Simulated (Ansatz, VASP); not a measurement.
## CuGe: VASP beside Ansatz

```xyz
4
Lattice="0.0000 3.2013 3.2013 3.2013 0.0000 3.2013 3.2013 3.2013 0.0000" Properties=species:S:1:pos:R:3 pbc="T T T"
Cu    3.2013    3.2013    3.2013
Cu    4.8020    4.8020    4.8020
Ge    0.0000    0.0000    0.0000
Ge    1.6007    1.6007    1.6007
```

Alike in both runs: task single point; functional PBE; k mesh 6 × 6 × 6; occupations gaussian, width 0.1 eV; no spin polarisation.

```csv
,VASP,Ansatz
version,VASP 6.6.1,Ansatz 0.2.0
potentials or method,"VASP PAW PBE potentials, release 64 (Cu, Ge_d), cutoff 520 eV","scalar-relativistic, plane waves, PAW"
valence electrons in the cell,50,66
```

|  | VASP | Ansatz | Ansatz less VASP |
| --- | --- | --- | --- |
| gap on the k mesh at the Fermi level (eV) | none | none | - |
| pressure (GPa) | -4.4 | -4.5 | -0.03 |

A gap of «none» marks a metal or a gap that the smearing closes. VASP's potentials hold 50 valence electrons a cell and Ansatz's 66, so a difference there can come from the potentials and not from the codes.
